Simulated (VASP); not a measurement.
**Al: single point with LDA**

The system is Al.

```
Al
1.0
     2.80625    0.00000    0.00000
    -1.40313    2.43029    0.00000
     0.00000    0.00000    9.30501
Al
4
Direct
  0.00000 0.00000 0.00000
  0.00000 0.00000 0.50000
  0.33333 0.66667 0.25000
  0.66667 0.33333 0.75000
```

This isn't the form of Al at room conditions, which is fcc.

```yaml
Program: VASP 6.6.1
Task: single point
Functional: LDA
Potentials_or_basis: VASP PAW LDA potentials, release 64 (Al)
Cutoff: 520 eV
k_mesh: 13 × 13 × 4
Occupations: fermi-dirac, width 0.1 eV
Spin: no spin polarisation
Dipole_correction: no
Further_INCAR_settings: ALGO = Normal; EDIFF = 1e-06; NBANDS = 14
```

```json
{
  "Pressure": "0.1 GPa",
  "Band gap on the k mesh": "zero (bands 6 and 7 overlap by 5.05 eV)"
}
```

Levels at points of the mesh, in eV from the Fermi level:
```csv
k point,band 2,band 3,band 4,band 5,band 6,band 7,band 8,band 9,band 10,band 11
"(0.00, 0.00, 0.00)",-9.66,-9.65,-4.76,-4.61,3.24,3.25,11.13,11.13,11.28,11.28
"(0.00, 0.00, 0.50)",-10.92,-7.57,-7.57,-1.07,-1.07,8.11,8.11,11.45,11.45,11.45
```

It took 29 s on 1 thread of Intel Xeon 6455B, with other jobs on the host, peak memory 0.18 GiB.
